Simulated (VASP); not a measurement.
# SiW3 (I4/mmm) in VASP: single point with r2SCAN

Aim: the single point of SiW3 with r2SCAN.

Everything below comes from runs of VASP 6.6.1. Logs are shortened: lines on timing, memory, paths and dates and some standing lists are left out, and cuts for length are marked.

## 1. The cell of the first run

It takes space group I4/mmm (No. 139, tetragonal). The conventional cell has a = 5.178 Å, b = 5.178 Å, c = 5.489 Å, α = 90.00°, β = 90.00°, γ = 90.00°. Within 3.4 Å of Si (site symmetry 4/mmm) lie 6 W at 2.59 to 2.74 Å. W (site symmetry 4/mmm) has 4 W at 2.59 Å and 2 Si at 2.74 Å within 3.4 Å. W (site symmetry mmm) has 2 Si at 2.59 Å and 4 W at 2.59 to 2.74 Å within 3.4 Å.

## 2. Single point, r2SCAN (strain +0.0600 x Voigt [0, 0, 1, 0, 0, 0])

File POSCAR:

```
SiW3
1.0
   -2.5891531054      2.5891531054      2.7445022917
    2.5891531054     -2.5891531054      2.7445022917
    2.5891531054      2.5891531054     -2.7445022917
Si W
1 3
Direct
    0.0000000000      0.0000000000      0.0000000000
    0.5000000000      0.5000000000      0.0000000000
    0.5000000000      0.0000000000      0.5000000000
    0.0000000000      0.5000000000      0.5000000000
```

File INCAR.step1:

```
SYSTEM = SiW3
  PREC = Accurate
  ENCUT = 520
  ISMEAR = 0
  SIGMA = 0.15
  LREAL = .False.
  LASPH = .True.
  NELM = 80
  NBANDS = 31
  GGA = PE
  ALGO = Normal
  EDIFF = 1E-4
  LWAVE = .True.
  LCHARG = .False.
```

File INCAR.step2:

```
SYSTEM = SiW3
  PREC = Accurate
  ENCUT = 520
  EDIFF = 1E-7
  ISMEAR = 0
  SIGMA = 0.15
  LREAL = .False.
  LASPH = .True.
  NELM = 80
  ALGO = Normal
  ISIF = 2
  LWAVE = .False.
  LCHARG = .False.
  METAGGA = R2SCAN
  LMIXTAU = .True.
  NBANDS = 31
  ISTART = 1
```

File KPOINTS:

```
Automatic mesh
0
Gamma
  14 14 14
  0 0 0
```

Potentials or basis: VASP PAW PBE potentials, release 64 (Si, W_sv).

Run with:

```bash
cat potpaw_PBE.64/Si/POTCAR potpaw_PBE.64/W_sv/POTCAR > POTCAR
cp INCAR.step1 INCAR
mpirun -np 1 vasp_std > vasp.out
cp INCAR.step2 INCAR
mpirun -np 1 vasp_std > vasp.out
```

OUTCAR:

```text
SYSTEM = SiW3
   PREC = Accurate
   ENCUT = 520
   EDIFF = 1E-7
   ISMEAR = 0
   LREAL = .False.
   LASPH = .True.
   NELM = 80
   ISIF = 2
   METAGGA = R2SCAN
   ISTART = 1

 ion  position               nearest neighbor table
   1  0.000  0.000  0.000-   3 2.59   4 2.59   4 2.59   3 2.59   2 2.74   2 2.74
   2  0.500  0.500  0.000-   3 2.59   4 2.59   3 2.59   4 2.59   1 2.74   1 2.74
   3  0.500  0.000  0.500-   1 2.59   2 2.59   2 2.59   1 2.59   4 2.74   4 2.74
   4  0.000  0.500  0.500-   1 2.59   2 2.59   1 2.59   2 2.59   3 2.74   3 2.74

  LATTYP: Found a body centered tetragonal cell.
 ALAT       =     5.1783062108
 C/A-ratio  =     1.0600000000

  Lattice vectors:

 A1 = (  -2.5891531054,   2.5891531054,   2.7445022917)
 A2 = (   2.5891531054,  -2.5891531054,   2.7445022917)
 A3 = (   2.5891531054,   2.5891531054,  -2.7445022917)

Analysis of symmetry for initial positions (statically):
=====================================================================
 Subroutine PRICEL returns:
 Original cell was already a primitive cell.

 Routine SETGRP: Setting up the symmetry group for a
 body centered tetragonal supercell.

 Subroutine GETGRP returns: Found 16 space group operations
 (whereof 16 operations were pure point group operations)
 out of a pool of 16 trial point group operations.

The static configuration has the point symmetry D_4h.

Analysis of symmetry for dynamics (positions and initial velocities):
=====================================================================
 Subroutine PRICEL returns:
 Original cell was already a primitive cell.

 Routine SETGRP: Setting up the symmetry group for a
 body centered tetragonal supercell.

 Subroutine GETGRP returns: Found 16 space group operations
 (whereof 16 operations were pure point group operations)
 out of a pool of 16 trial point group operations.

The dynamic configuration has the point symmetry D_4h.

 Subroutine INISYM returns: Found 16 space group operations
 (whereof 16 operations are pure point group operations),
 and found     1 'primitive' translations

----------------------------------------------------------------------------------------

                                     Primitive cell

  volume of cell :      73.5934

  direct lattice vectors                    reciprocal lattice vectors
    -2.589153105  2.589153105  2.744502292     0.000000000  0.193113338  0.182182395
     2.589153105 -2.589153105  2.744502292     0.193113338  0.000000000  0.182182395
     2.589153105  2.589153105 -2.744502292     0.193113338  0.193113338  0.000000000

  length of vectors
     4.575993929  4.575993929  4.575993929     0.265486697  0.265486697  0.273103502

  position of ions in fractional coordinates (direct lattice)
     0.000000000  0.000000000  0.000000000
     0.500000000  0.500000000  0.000000000
     0.500000000  0.000000000  0.500000000
     0.000000000  0.500000000  0.500000000

  ion indices of the primitive-cell ions
   primitive index   ion index
                 1           1
                 2           2
                 3           3
                 4           4

----------------------------------------------------------------------------------------

 KPOINTS: Automatic mesh

Automatic generation of k-mesh.
 Grid dimensions read from file:
 generate k-points for:   14   14   14

 Generating k-lattice:

  Cartesian coordinates                     Fractional coordinates (reciprocal lattice)
     0.000000000  0.013793810  0.013013028     0.071428571  0.000000000 -0.000000000
     0.013793810  0.000000000  0.013013028     0.000000000  0.071428571 -0.000000000
     0.013793810  0.013793810  0.000000000     0.000000000  0.000000000  0.071428571

  Length of vectors
     0.018963336  0.018963336  0.019507393

  Shift w.r.t. Gamma in fractional coordinates (k-lattice)
     0.000000000  0.000000000  0.000000000

 Subroutine IBZKPT returns following result:
 ===========================================

 Found    244 irreducible k-points:

 Following reciprocal coordinates:
            Coordinates               Weight
  0.000000  0.000000  0.000000      1.000000
  0.071429  0.000000  0.000000      8.000000
  0.142857  0.000000 -0.000000      8.000000
  0.214286 -0.000000  0.000000      8.000000
  0.285714 -0.000000  0.000000      8.000000
  0.357143 -0.000000  0.000000      8.000000
[... 16 lines left out ...]
  0.214286  0.142857  0.000000     16.000000
  0.285714  0.142857  0.000000     16.000000
 [... further k-points ...]
   k-points           NKPTS =    244   k-points in BZ     NKDIM =    244   number of bands    NBANDS=     31
   number of dos      NEDOS =    301   number of ions     NIONS =      4
   total plane-waves  NPLWV =  46656
   dimension x,y,z NGX =    36 NGY =   36 NGZ =   36
   dimension x,y,z NGXF=    72 NGYF=   72 NGZF=   72
   ions per type =               1   3
   NGX,Y,Z   is equivalent  to a cutoff of  13.08, 13.08, 13.08 a.u.
   NGXF,Y,Z  is equivalent  to a cutoff of  26.16, 26.16, 26.16 a.u.
 SYSTEM =  SiW3
   PREC   = accura    normal or accurate (medium, high low for compatibility)
   ISTART =      1    job   : 0-new  1-cont  2-samecut
   ICHARG =      0    charge: 1-file 2-atom 10-const
   ISPIN  =      1    spin polarized calculation?
   LNONCOLLINEAR =      F non collinear calculations
   LSORBIT =      F    spin-orbit coupling
   LASPH  =      T    aspherical Exc in radial PAW
   ENCUT  =  520.0 eV  38.22 Ry    6.18 a.u.   8.51  8.51  8.51*2*pi/ulx,y,z
   NELM   =     80;   NELMIN=  2; NELMDL=  0     # of ELM steps
   EDIFF  = 0.1E-06   stopping-criterion for ELM
   LREAL  =      F    real-space projection
   EDIFFG = 0.1E-05   stopping-criterion for IOM
   NSW    =      0    number of steps for IOM
   IBRION =     -1    ionic relax: 0-MD 1-quasi-New 2-CG
   NFREE  =      0    steps in history (QN), initial steepest desc. (CG)
   ISIF   =      2    stress and relaxation
   ISYM   =      2    0-nonsym 1-usesym 2-fastsym
   POTIM  = 0.5000    time-step for ionic-motion
   TEBEG  =    0.0;   TEEND  =   0.0 temperature during run
   PSTRESS=    0.0 pullay stress
   NELECT =      46.0000    total number of electrons
   NUPDOWN=      -1.0000    fix difference up-down
   EMIN   =  10.00;   EMAX   =-10.00  energy-range for DOS
   EFERMI =   0.00;   METHOD = LEGACY
   ISMEAR =     0;   SIGMA  =   0.15  broadening in eV -4-tet -1-fermi 0-gaus
   EFERMI_NEDOS =   21; number of points for ismear=-14 and -15
   IALGO  =     38    algorithm
   IMIX   =      4    mixing-type and parameters
     AMIX     =   0.40;   BMIX     =  1.00
     AMIX_MAG =   1.60;   BMIX_MAG =  1.00
  volume/ion in A,a.u.               =      18.40       124.16
  Fermi-wavevector in a.u.,A,eV,Ry     =   1.399741  2.645127 26.657562  1.959276
  Thomas-Fermi vector in A             =   2.522771
   LORBIT       =      0    0 simple, 1 ext, 2 COOP (PROOUT), +10 PAW based schemes
   METAGGA = R2SCAN    functional components
   LHFCALC =     F    Hartree Fock is set to
   AEXX    =    0.0000 exact exchange contribution
   IVDW    =     0    specifies the selected vdW correction
   LEPSILON=     F    determine dielectric tensor
   LRPA    =     F    only Hartree local field effects (RPA)
 non-spin polarized calculation
 Gauss-broadening in eV      SIGMA  =   0.15
  energy-cutoff  :      520.00
  volume of cell :       73.59
 maximum number of plane-waves:      2026
 NGX is ok and might be reduce to    36
   NGX = 17   NGY = 17   NGZ = 17

 number of electron      45.9999999 magnetization

 Free energy of the ion-electron system (eV)
  ---------------------------------------------------
  ext. energy  EPLUGINS =         0.00000000
  ---------------------------------------------------
  free energy    TOTEN  =      -156.71422326 eV

  energy without entropy =     -156.65928807  energy(sigma->0) =     -156.68675567

 E-fermi :   8.5220     XC(G=0): -13.0069

 val. band max:        8.5172623350   @ k =   0.4286   0.2857   0.0000
 cond. band min:       8.5224577847   @ k =  -0.3571  -0.3571   0.2143
 fundamental gap:      0.0051954497
 Fermi energy:         8.5219817497

 k-point     1 :       0.0000    0.0000    0.0000
  band No.  band energies     occupation
      1     -67.4751      2.00000
      2     -67.3434      2.00000
      3     -67.2798      2.00000
      4     -31.6547      2.00000
      5     -31.6547      2.00000
      6     -31.3498      2.00000
[... 23 lines left out ...]
     30      12.5556      0.00000
     31      13.4800      0.00000

 k-point     2 :       0.0714    0.0000    0.0000
  band No.  band energies     occupation
      1     -67.4735      2.00000
      2     -67.3443      2.00000
      3     -67.2807      2.00000
      4     -31.6548      2.00000
      5     -31.6376      2.00000
      6     -31.3393      2.00000
[... 23 lines left out ...]
     30      12.4369      0.00000
     31      13.2453      0.00000

 k-point     3 :       0.1429    0.0000   -0.0000
  band No.  band energies     occupation
      1     -67.4686      2.00000
      2     -67.3469      2.00000
      3     -67.2830      2.00000
      4     -31.6552      2.00000
      5     -31.5870      2.00000
      6     -31.3082      2.00000
[... 23 lines left out ...]
     30      12.2273      0.00000
     31      12.7257      0.00000

 k-point     4 :       0.2143   -0.0000    0.0000
  band No.  band energies     occupation
      1     -67.4610      2.00000
      2     -67.3514      2.00000
      3     -67.2861      2.00000
      4     -31.6557      2.00000
      5     -31.5053      2.00000
      6     -31.2586      2.00000
[... 23 lines left out ...]
     30      12.1312      0.00000
     31      12.1938      0.00000

 k-point     5 :       0.2857   -0.0000    0.0000
  band No.  band energies     occupation
      1     -67.4513      2.00000
      2     -67.3579      2.00000
      3     -67.2895      2.00000
      4     -31.6562      2.00000
      5     -31.3966      2.00000
      6     -31.1939      2.00000
[... 23 lines left out ...]
     30      11.9452      0.00000
     31      12.1084      0.00000
[... 542 lines left out ...]
     30      12.2941      0.00000
     31      13.6819      0.00000

 k-point    22 :       0.1429    0.1429   -0.0000
  band No.  band energies     occupation
      1     -67.4582      2.00000
      2     -67.3557      2.00000
      3     -67.2847      2.00000
      4     -31.5908      2.00000
      5     -31.5873      2.00000
      6     -31.1889      2.00000
[... 23 lines left out ...]
     30      12.0131      0.00000
     31      12.4425      0.00000

 k-point    23 :       0.2143    0.1429    0.0000
  band No.  band energies     occupation
      1     -67.4490      2.00000
      2     -67.3621      2.00000
      3     -67.2876      2.00000
      4     -31.5899      2.00000
      5     -31.5082      2.00000
      6     -31.1077      2.00000
[... 23 lines left out ...]
     30      11.8092      0.00000
     31      12.8542      0.00000

 k-point    24 :       0.2857    0.1429    0.0000
  band No.  band energies     occupation
      1     -67.4382      2.00000
      2     -67.3694      2.00000
      3     -67.2912      2.00000
      4     -31.5903      2.00000
      5     -31.4008      2.00000
      6     -31.0873      2.00000
[... 23 lines left out ...]
     30      11.9001      0.00000
     31      12.4054      0.00000

 [... further k-points ...]
[... 5 lines left out ...]
  --------------------------------------------------------------------------------------
  -------------------------------------------------------------------------------------
  Total       -1.8037683     -1.8037683     -8.0080804      0.0000000      0.0000000      0.0000000
  in kB      -39.2692195    -39.2692195   -174.3411689      0.0000000      0.0000000      0.0000000
  external PRESSURE =     -84.2932026 kB  Pullay stress =       0.0000000 kB

 VOLUME and BASIS-vectors are now :
 -----------------------------------------------------------------------------
  energy-cutoff  :      520.00
  volume of cell :       73.59
      direct lattice vectors                 reciprocal lattice vectors
    -2.589153105  2.589153105  2.744502292     0.000000000  0.193113338  0.182182395
     2.589153105 -2.589153105  2.744502292     0.193113338  0.000000000  0.182182395
     2.589153105  2.589153105 -2.744502292     0.193113338  0.193113338  0.000000000

 POSITION                                       TOTAL-FORCE (eV/Angst)
 -----------------------------------------------------------------------------------
      0.00000      0.00000      0.00000        -0.000000     -0.000000     -0.000000
      0.00000      0.00000      2.74450        -0.000000      0.000000     -0.000000
      0.00000      2.58915      0.00000         0.000000     -0.000000     -0.000000
      2.58915      0.00000      0.00000        -0.000000     -0.000000      0.000000
 -----------------------------------------------------------------------------------
    total drift:                                0.000000      0.000000     -0.000000

  FREE ENERGIE OF THE ION-ELECTRON SYSTEM (eV)
  ---------------------------------------------------
  free  energy   TOTEN  =      -156.7142232626 eV

  energy  without entropy=     -156.6592880720  energy(sigma->0) =     -156.68675567
```

Wall time 18 min (1 thread of Intel Xeon Platinum 8488C (Sapphire Rapids), shared host); peak memory 0.55 GiB.

Results:

| Quantity | Value |
| --- | --- |
| Free energy | -156.7142 eV |
| Pressure | -8.4 GPa |
| Band gap on the k mesh | zero (bands 23 and 24 overlap by 1.84 eV) |

Levels at points of the mesh, in eV from the Fermi level:
| k point | band 20 | band 21 | band 22 | band 23 | band 24 | band 25 | band 26 | band 27 |
| --- | --- | --- | --- | --- | --- | --- | --- | --- |
| (0.00, 0.00, 0.00) | -0.49 | -0.46 | -0.46 | 0.33 | 0.49 | 1.91 | 1.91 | 2.04 |
| (0.50, 0.00, 0.00) | -1.93 | -1.23 | -0.59 | -0.48 | -0.32 | -0.12 | 0.68 | 1.83 |
| (0.50, 0.50, 0.00) | -1.31 | -1.23 | -0.71 | -0.50 | -0.48 | 0.01 | 1.04 | 1.56 |
| (0.50, 0.50, 0.50) | -2.74 | -2.71 | -2.71 | -0.04 | 0.01 | 1.05 | 1.05 | 1.48 |

Caveat: the cell differs from its parent crystal (strain +0.0600 x Voigt [0, 0, 1, 0, 0, 0]); the cell stands under tension; the PAW data sets were made with another functional, which shifts forces and pressure a little; spin-orbit coupling is left out, which moves the levels of the heavy elements.
